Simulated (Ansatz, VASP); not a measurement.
# Two plane-wave programs on CuF

```
Cu F
1.0
     2.76159    0.00000    0.00000
    -1.38080    2.39161    0.00000
     0.00000    0.00000    6.65323
Cu F
2 2
Direct
  0.33333 0.66667 0.04599
  0.66667 0.33333 0.54599
  0.33333 0.66667 0.32901
  0.66667 0.33333 0.82901
```

Alike in both runs: task single point; functional r2SCAN; k mesh 9 × 9 × 4; occupations fermi-dirac, width 0.02 eV; no spin polarisation.

|  | VASP | Ansatz |
| --- | --- | --- |
| version | VASP 6.6.1 | Ansatz 0.2.0 |
| potentials or method | VASP PAW PBE potentials, release 64 (Cu, F) | plane waves, PAW |
| plane-wave cutoff (eV) | 520 | 500 |
| valence electrons in the cell | 36 | 52 |

```csv
,VASP,Ansatz,Ansatz less VASP
pressure (GPa),4.0,3.5,-0.48
"traceless stress, the component that is largest in VASP (GPa)",3.32,2.41,-0.906
rms of the force components (eV/Å),0.053,0.020,-0.0331
```

VASP's potentials were made for PBE, not for r2SCAN. Atom by atom the forces differ by 0.033 eV/Å (rms over components). VASP's potentials hold 36 valence electrons a cell and Ansatz's 52, so a difference there can come from the potentials and not from the codes.
